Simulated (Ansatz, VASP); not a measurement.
**SnTe: VASP beside Ansatz**

```
CELL_PARAMETERS angstrom
0.00000 3.20639 3.20639
3.20639 0.00000 3.20639
3.20639 3.20639 0.00000
ATOMIC_POSITIONS crystal
Sn 0.50000 0.50000 0.50000
Te 0.00000 0.00000 0.00000
```

Alike in both runs: task single point; functional r2SCAN; k mesh 10 × 10 × 10; occupations gaussian, width 0.05 eV; no spin polarisation.

```csv
,VASP,Ansatz
version,VASP 6.6.1,Ansatz 0.2.0
potentials or method,"VASP PAW PBE potentials, release 64 (Sn_d, Te), cutoff 550 eV","scalar-relativistic, plane waves, PAW"
valence electrons in the cell,20,30
```

```tsv
	VASP	Ansatz	Ansatz less VASP
gap on the k mesh at the Fermi level (eV)	0.19	0.19	+0.002
least direct gap on the mesh (eV)	0.19	0.19	+0.002
pressure (GPa)	-0.8	-0.8	-0.01
```

VASP's potentials were made for PBE, not for r2SCAN. VASP's potentials hold 20 valence electrons a cell and Ansatz's 30, so a difference there can come from the potentials and not from the codes.

Neither program's run includes spin-orbit coupling.
